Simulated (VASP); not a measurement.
# Ti (P6_3/mmc) in VASP: a series of runs

Runs on Ti. Level: PBEsol. Tasks: relaxation of cell and atoms, single point.

Program: VASP 6.6.1. These are calculated values, not measurements. Logs are shortened: lines on timing, memory, paths and dates and some standing lists are left out, and cuts for length are marked.

## Step 1: The cell of the first run

It takes space group P6_3/mmc (No. 194, hexagonal). The conventional cell has a = 2.965 Å, b = 2.965 Å, c = 9.564 Å, α = 90.00°, β = 90.00°, γ = 120.00°. Ti (site symmetry -3m) has 12 Ti at 2.94 to 2.97 Å within 3.9 Å. Within 3.9 Å of Ti (site symmetry -6m2) lie 12 Ti at 2.94 to 2.97 Å.

## Step 2: Relaxation of cell and atoms, PBEsol

Contents of INCAR:

```
SYSTEM = Ti
  PREC = Accurate
  ENCUT = 550
  EDIFF = 1E-7
  ISMEAR = 0
  SIGMA = 0.1
  LREAL = .False.
  LASPH = .True.
  NELM = 300
  ALGO = All
  ISIF = 3
  LWAVE = .False.
  LCHARG = .False.
  GGA = PS
  IBRION = 2
  NSW = 90
  EDIFFG = -0.04
  GGA_COMPAT = .False.
  NELMIN = 4
  ISEARCH = 1
  KPAR = 4
```

Contents of KPOINTS:

```
Automatic mesh
0
Gamma
  6 6 2
  0 0 0
```

Contents of POSCAR:

```
Ti
1.0
    2.9654869832      0.0000000000      0.0000000000
   -1.4827434916      2.5681870621      0.0000000000
    0.0000000000      0.0000000000      9.5642808275
Ti
4
Direct
    0.0000000000      0.0000000000      0.0000000000
    0.0000000000      0.0000000000      0.5000000000
    0.3333333333      0.6666666667      0.7500000000
    0.6666666667      0.3333333333      0.2500000000
```

Potentials or basis: VASP PAW PBE potentials, release 64 (Ti_sv).

On the command line:

```sh
cat potpaw_PBE.64/Ti_sv/POTCAR > POTCAR
mpirun -np 4 vasp_std > vasp.out
```

OUTCAR:

```text
SYSTEM = Ti
   PREC = Accurate
   ENCUT = 550
   EDIFF = 1E-7
   ISMEAR = 0
   LREAL = .False.
   LASPH = .True.
   NELM = 300
   ISIF = 3
   GGA = PS
   IBRION = 2
   NSW = 90
   EDIFFG = -0.04
   NELMIN = 4

 ion  position               nearest neighbor table
   1  0.000  0.000  0.000-
   2  0.000  0.000  0.500-
   3  0.333  0.667  0.750-
   4  0.667  0.333  0.250-

  LATTYP: Found a hexagonal cell.
 ALAT       =     2.9654869832
 C/A-ratio  =     3.2251973729

  Lattice vectors:

 A1 = (   2.9654869832,   0.0000000000,   0.0000000000)
 A2 = (  -1.4827434916,   2.5681870621,   0.0000000000)
 A3 = (   0.0000000000,   0.0000000000,   9.5642808275)

Analysis of symmetry for initial positions (statically):
=====================================================================
 Subroutine PRICEL returns:
 Original cell was already a primitive cell.

 Routine SETGRP: Setting up the symmetry group for a
 hexagonal supercell.

 Subroutine GETGRP returns: Found 24 space group operations
 (whereof 12 operations were pure point group operations)
 out of a pool of 24 trial point group operations.

The static configuration has the point symmetry D_3d.
 The point group associated with its full space group is D_6h.

Analysis of symmetry for dynamics (positions and initial velocities):
=====================================================================
 Subroutine PRICEL returns:
 Original cell was already a primitive cell.

 Routine SETGRP: Setting up the symmetry group for a
 hexagonal supercell.

 Subroutine GETGRP returns: Found 24 space group operations
 (whereof 12 operations were pure point group operations)
 out of a pool of 24 trial point group operations.

The dynamic configuration has the point symmetry D_3d.
 The point group associated with its full space group is D_6h.

 Subroutine INISYM returns: Found 24 space group operations
 (whereof 12 operations are pure point group operations),
 and found     1 'primitive' translations

----------------------------------------------------------------------------------------

                                     Primitive cell

  volume of cell :      72.8408

  direct lattice vectors                    reciprocal lattice vectors
     2.965486983  0.000000000  0.000000000     0.337212743  0.194689868  0.000000000
    -1.482743492  2.568187062  0.000000000     0.000000000  0.389379736  0.000000000
[... 66 lines left out ...]
   NGX,Y,Z   is equivalent  to a cutoff of  13.45, 13.45, 13.91 a.u.
   NGXF,Y,Z  is equivalent  to a cutoff of  26.91, 26.91, 27.81 a.u.
 SYSTEM =  Ti
   PREC   = accura    normal or accurate (medium, high low for compatibility)
   ISTART =      0    job   : 0-new  1-cont  2-samecut
   ICHARG =      2    charge: 1-file 2-atom 10-const
   ISPIN  =      1    spin polarized calculation?
   LNONCOLLINEAR =      F non collinear calculations
   LSORBIT =      F    spin-orbit coupling
   LASPH  =      T    aspherical Exc in radial PAW
   ENCUT  =  550.0 eV  40.42 Ry    6.36 a.u.   5.67  5.67 18.29*2*pi/ulx,y,z
   NELM   =    300;   NELMIN=  4; NELMDL= -5     # of ELM steps
   EDIFF  = 0.1E-06   stopping-criterion for ELM
   LREAL  =      F    real-space projection
   EDIFFG = -.4E-01   stopping-criterion for IOM
   NSW    =     90    number of steps for IOM
   IBRION =      2    ionic relax: 0-MD 1-quasi-New 2-CG
   NFREE  =      1    steps in history (QN), initial steepest desc. (CG)
   ISIF   =      3    stress and relaxation
   ISYM   =      2    0-nonsym 1-usesym 2-fastsym
   POTIM  = 0.5000    time-step for ionic-motion
   TEBEG  =    0.0;   TEEND  =   0.0 temperature during run
   PSTRESS=    0.0 pullay stress
   NELECT =      48.0000    total number of electrons
   NUPDOWN=      -1.0000    fix difference up-down
   EMIN   =  10.00;   EMAX   =-10.00  energy-range for DOS
   EFERMI =   0.00;   METHOD = LEGACY
   ISMEAR =     0;   SIGMA  =   0.10  broadening in eV -4-tet -1-fermi 0-gaus
   EFERMI_NEDOS =   21; number of points for ismear=-14 and -15
   IALGO  =     58    algorithm
   IMIX   =      4    mixing-type and parameters
     AMIX     =   0.40;   BMIX     =  1.00
     AMIX_MAG =   1.60;   BMIX_MAG =  1.00
  volume/ion in A,a.u.               =      18.21       122.89
  Fermi-wavevector in a.u.,A,eV,Ry     =   1.424613  2.692128 27.613327  2.029522
  Thomas-Fermi vector in A             =   2.545085
   LORBIT       =      0    0 simple, 1 ext, 2 COOP (PROOUT), +10 PAW based schemes
   GGA     = PS    functional components
   LHFCALC =     F    Hartree Fock is set to
   AEXX    =    0.0000 exact exchange contribution
   IVDW    =     0    specifies the selected vdW correction
   LEPSILON=     F    determine dielectric tensor
   LRPA    =     F    only Hartree local field effects (RPA)
 conjugate gradient relaxation of ions
 non-spin polarized calculation
 Gauss-broadening in eV      SIGMA  =   0.10
  energy-cutoff  :      550.00
  volume of cell :       72.84
 maximum number of plane-waves:      2152
 NGX is ok and might be reduce to    24
   NGX = 11   NGY = 11   NGZ = 37

--------------------------------------- Ionic step        1  -------------------------------------------

 number of electron      48.0000012 magnetization

 Free energy of the ion-electron system (eV)
  ---------------------------------------------------
  ext. energy  EPLUGINS =         0.00000000
  ---------------------------------------------------
  free energy    TOTEN  =       -33.04690402 eV

  energy without entropy =      -33.01832317  energy(sigma->0) =      -33.03261360

------------------------ aborting loop because EDIFF is reached ----------------------------------------

  FORCE on cell =-STRESS in cart. coord.  units (eV):
  Direction    XX          YY          ZZ          XY          YZ          ZX
  --------------------------------------------------------------------------------------
  -------------------------------------------------------------------------------------
  Total       -3.8328713     -3.8328713     -3.9695047      0.0000000      0.0000000      0.0000000
  in kB      -84.3062599    -84.3062599    -87.3115921      0.0000000      0.0000000      0.0000000
  external PRESSURE =     -85.3080373 kB  Pullay stress =       0.0000000 kB
[... 63 lines left out ...]
--------------------------------------- Ionic step        3  -------------------------------------------

 number of electron      47.9999989 magnetization

 Free energy of the ion-electron system (eV)
  ---------------------------------------------------
  ext. energy  EPLUGINS =         0.00000000
  ---------------------------------------------------
  free energy    TOTEN  =       -33.21493769 eV

  energy without entropy =      -33.19210302  energy(sigma->0) =      -33.20352035

 E-fermi :   8.5101     XC(G=0): -11.8158

 val. band max:        8.4617149870   @ k =   0.5000  -0.0000   0.0000
 cond. band min:       8.5359159412   @ k =   0.3333   0.3333   0.0000
 fundamental gap:      0.0742009542
 Fermi energy:         8.5100749103

 k-point     1 :       0.0000    0.0000    0.0000
  band No.  band energies     occupation
      1     -47.9587      2.00000
      2     -47.8920      2.00000
      3     -47.8731      2.00000
      4     -47.8053      2.00000
      5     -24.6464      2.00000
      6     -24.2686      2.00000
[... 454 lines left out ...]
  FREE ENERGIE OF THE ION-ELECTRON SYSTEM (eV)
  ---------------------------------------------------
  free  energy   TOTEN  =       -33.2149376887 eV

  energy  without entropy=      -33.1921029923  energy(sigma->0) =      -33.20352034

 reached required accuracy - stopping structural energy minimisation
```

OSZICAR:

```text
N       E                     dE             d eps       ncg     rms           ort
DAV:   1     0.618332310437E+03    0.61833E+03   -0.26062E+04   392   0.226E+03
DAV:   2     0.425547088326E+02   -0.57578E+03   -0.56808E+03   392   0.629E+02
[... 113 lines left out ...]
CGA:  33    -0.332149370956E+02   -0.16864E-06   -0.16717E-06   392   0.727E-06  -0.253E-07
CGA:  34    -0.332149372722E+02   -0.17661E-06   -0.17704E-06   392   0.434E-06   0.490E-07
CGA:  35    -0.332149374155E+02   -0.14335E-06   -0.14114E-06   392   0.534E-06   0.357E-07
CGA:  36    -0.332149375207E+02   -0.10515E-06   -0.10402E-06   392   0.325E-06   0.105E-08
CGA:  37    -0.332149376300E+02   -0.10928E-06   -0.11107E-06   392   0.363E-06  -0.215E-07
CGA:  38    -0.332149376887E+02   -0.58755E-07   -0.57264E-07   392   0.215E-06  -0.116E-07
   3 F= -.33214938E+02 E0= -.33203520E+02  d E =-.168034E+00
```

Run time: 52 s. Hardware: 4 MPI ranks of Intel Xeon 6975P-C (Granite Rapids), shared host; peak memory 0.23 GiB.

What came out:

| Item | Value |
| --- | --- |
| Free energy | -33.2149 eV |
| Relaxed volume | 16.74 Å³/atom |
| Relaxed cell | a = 2.884 Å, b = 2.884 Å, c = 9.293 Å, α = 90.00°, β = 90.00°, γ = 120.00° |
| Space group after relaxing (to 0.1 Å) | P6_3/mmc (No. 194) |
| Energy gained by relaxing | 42.0 meV/atom |
| Ionic steps | 3 |
| Pressure after relaxing | -0.1 GPa |
| Band gap on the k mesh | zero (bands 24 and 25 overlap by 0.84 eV) |

The path:
```csv
step,energy change (eV),largest force (eV/Å),pressure (GPa),volume (Å³)
1,0.0000,0.0000,-8.53,72.84
2,-0.0813,0.0000,7.57,63.09
3,-0.1680,0.0000,-0.05,66.95
```

Final structure:
```
Ti
1.0
     2.88421    0.00000    0.00000
    -1.44210    2.49780    0.00000
     0.00000    0.00000    9.29280
Ti
4
Direct
  0.00000 0.00000 0.00000
  0.00000 0.00000 0.50000
  0.33333 0.66667 0.75000
  0.66667 0.33333 0.25000
```

Levels at points of the mesh, in eV from the Fermi level:
```tsv
k point	band 21	band 22	band 23	band 24	band 25	band 26	band 27	band 28
(0.00, 0.00, 0.00)	0.09	0.13	0.71	0.71	0.78	0.78	0.84	0.94
(0.50, 0.00, 0.00)	-1.31	-1.27	-1.08	-0.05	0.07	0.66	1.14	1.56
(0.00, 0.00, 0.50)	0.22	0.22	0.64	0.64	0.84	0.84	0.84	0.90
(0.50, 0.00, 0.50)	-1.57	-1.57	-0.18	-0.18	0.75	0.75	1.14	1.37
```

Caveat: the k points lie up to 0.42 Å⁻¹ apart in the final cell, too coarse for converged energies and pressures of a metal; the highest band is partly filled, so the run has too few bands; the PAW data sets were made with another functional, which shifts forces and pressure a little.

## Step 3: Single point, PBEsol

This run uses another cell than the first one, of 18.68 Å³/atom.

Contents of INCAR:

```
SYSTEM = Ti
ALGO = All
EDIFF = 1E-6
ENCUT = 550
GGA = PS
GGA_COMPAT = .FALSE.
ISEARCH = 1
ISIF = 2
ISMEAR = 0
KPAR = 4
LASPH = .TRUE.
LCHARG = .FALSE.
LREAL = .FALSE.
LWAVE = .FALSE.
NBANDS = 32
NELM = 300
PREC = Accurate
SIGMA = 0.1
```

Contents of KPOINTS:

```
k-points
0
G
  12 12 12
  0 0 0
```

Contents of POSCAR:

```
Ti
1.0
    4.5288636194      0.0000000000      0.0000000000
   -2.2644318097      3.9221109447      0.0000000000
    0.0000000000      0.0000000000      4.2070520927
Ti
4
Direct
    0.0000000000      0.0000000000      0.2500000000
    0.0000000000      0.0000000000      0.7500000000
    0.3333333333      0.6666666667      0.7500000000
    0.6666666667      0.3333333333      0.2500000000
```

Potentials or basis: VASP PAW PBE potentials, release 64 (Ti_sv).

On the command line:

```sh
cat potpaw_PBE.64/Ti_sv/POTCAR > POTCAR
mpirun -np 4 vasp_std > vasp.out
```

Wall time 4.6 min (4 MPI ranks of AMD EPYC 7R43 (Zen 3), shared host); peak memory 0.62 GiB.

The run converged. Its results:

- Free energy: -29.3995 eV
- Pressure: 0.3 GPa
- Band gap on the k mesh: zero (bands 24 and 25 overlap by 0.95 eV)

Stress tensor (GPa, compression positive):
```
-0.14  0.00  0.00
 0.00 -0.14  0.00
 0.00  0.00  1.03
```

Levels at points of the mesh, in eV from the Fermi level:
| k point | band 20 | band 21 | band 22 | band 23 | band 24 | band 25 | band 26 | band 27 | band 28 | band 29 |
| --- | --- | --- | --- | --- | --- | --- | --- | --- | --- | --- |
| (0.00, 0.00, 0.00) | -1.51 | -1.28 | -0.50 | -0.50 | -0.10 | -0.10 | 0.40 | 0.40 | 1.08 | 1.08 |
| (0.50, 0.00, 0.00) | -2.10 | -1.88 | -1.44 | -0.55 | -0.01 | 0.23 | 0.27 | 0.29 | 1.14 | 1.57 |
| (0.00, 0.00, 0.50) | -1.09 | -1.09 | -1.09 | 0.57 | 0.57 | 0.57 | 0.57 | 1.39 | 1.40 | 1.97 |
| (0.50, 0.00, 0.50) | -1.39 | -0.85 | -0.85 | -0.45 | -0.45 | -0.08 | -0.08 | 1.10 | 1.11 | 2.35 |

Caveat: the PAW data sets were made with another functional, which shifts forces and pressure a little.

The gap in the log of VASP goes by the Fermi energy; the results here count the filled bands.